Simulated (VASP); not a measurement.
Input of a VASP 6.6.1 run:

Contents of INCAR:

```
SYSTEM = KI
  ALGO = Normal
  EDIFF = 1E-7
  ENCUT = 520
  GGA = PE
  ISIF = 2
  ISMEAR = -1
  LASPH = .TRUE.
  LCHARG = .FALSE.
  LREAL = .FALSE.
  LWAVE = .FALSE.
  NBANDS = 15
  NELM = 80
  PREC = Accurate
  SIGMA = 0.02
```

The input KPOINTS:

```
k-points
0
G
  6 6 6
  0 0 0
```

POSCAR

```
KI
1.0
    0.0000000000      3.5442849777      3.5442849777
    3.5974492523      0.0000000000      3.5442849777
    3.5974492523      3.5442849777      0.0000000000
K I
1 1
Direct
    0.0000000000      0.0000000000      0.0000000000
    0.5000000000      0.5000000000      0.5000000000
```

Potentials or basis: VASP PAW PBE potentials, release 64 (K_sv, I).

Launch:

```bash
$ cat potpaw_PBE.64/K_sv/POTCAR potpaw_PBE.64/I/POTCAR > POTCAR
$ mpirun -np 1 vasp_std > vasp.out
```

(1) Predict the band gap on the k mesh.

(2) Estimate the pressure.

Answers

(1) 3.91 eV.

(2) 0.3 GPa.

Caveat: the cell differs from its parent crystal (uniaxial x strain +1.5%); spin-orbit coupling is left out, which moves the levels of the heavy elements.
